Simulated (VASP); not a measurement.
Wanted: the native input for a VASP 6.6.1 run.

```yaml
Task: single point
Functional: r2SCAN
Potentials_or_basis: VASP PAW PBE potentials, release 64 (Ti_sv)
Cutoff: 520 eV
k_mesh: 20 × 20 × 20
Occupations: gaussian, width 0.15 eV
Spin: no spin polarisation
Dipole_correction: no
Further_INCAR_settings: ALGO = Normal; EDIFF = 1e-06; NBANDS = 12
```

Crystal: Ti.

```xyz
1
Lattice="0.0000 1.9792 2.0300 1.9792 0.0000 2.0300 1.9792 1.9792 0.0000" Properties=species:S:1:pos:R:3 pbc="T T T"
Ti    0.0000    0.0000    0.0000
```

This cell differs from its parent crystal: strain -0.025 along x and y, +0.000 along z.

One way to write it, as run:

POSCAR

```
Ti
1.0
    0.0000000000      1.9792500000      2.0300000000
    1.9792500000      0.0000000000      2.0300000000
    1.9792500000      1.9792500000      0.0000000000
Ti
1
Direct
    0.0000000000      0.0000000000      0.0000000000
```

INCAR.step1

```
SYSTEM = Ti
ALGO = Normal
EDIFF = 1E-4
ENCUT = 520
GGA = PE
ISMEAR = 0
LASPH = .TRUE.
LCHARG = .FALSE.
LREAL = .FALSE.
LWAVE = .TRUE.
NBANDS = 12
NELM = 60
PREC = Accurate
SIGMA = 0.15
```

INCAR.step2

```
SYSTEM = Ti
ALGO = Normal
EDIFF = 1E-6
ENCUT = 520
ISIF = 2
ISMEAR = 0
ISTART = 1
LASPH = .TRUE.
LCHARG = .TRUE.
LELF = .TRUE.
LMIXTAU = .TRUE.
LREAL = .FALSE.
LVHAR = .TRUE.
LWAVE = .FALSE.
METAGGA = R2SCAN
NBANDS = 12
NELM = 60
PREC = Accurate
SIGMA = 0.15
```

KPOINTS

```
k-points
0
G
  20 20 20
  0 0 0
```

Potentials or basis: VASP PAW PBE potentials, release 64 (Ti_sv).

Launch:

```bash
$ cat potpaw_PBE.64/Ti_sv/POTCAR > POTCAR
$ cp INCAR.step1 INCAR
$ mpirun -np 1 vasp_std > vasp.out
$ cp INCAR.step2 INCAR
$ mpirun -np 1 vasp_std > vasp.out
```

Results of the run:

```json
{"Pressure": "11.7 GPa", "Band gap on the k mesh": "zero (bands 6 and 7 overlap by 1.51 eV)"}
```

Caveat: the cell differs from its parent crystal (strain -0.025 along x and y, +0.000 along z); the cell stands under pressure; the PAW data sets were made with another functional, which shifts forces and pressure a little.

Wall time 5 min on 1 thread of Intel(R) Xeon(R) Platinum 8259CL CPU @ 2.50GHz (Skylake/Cascade Lake), on a shared host, peak memory 0.24 GiB.
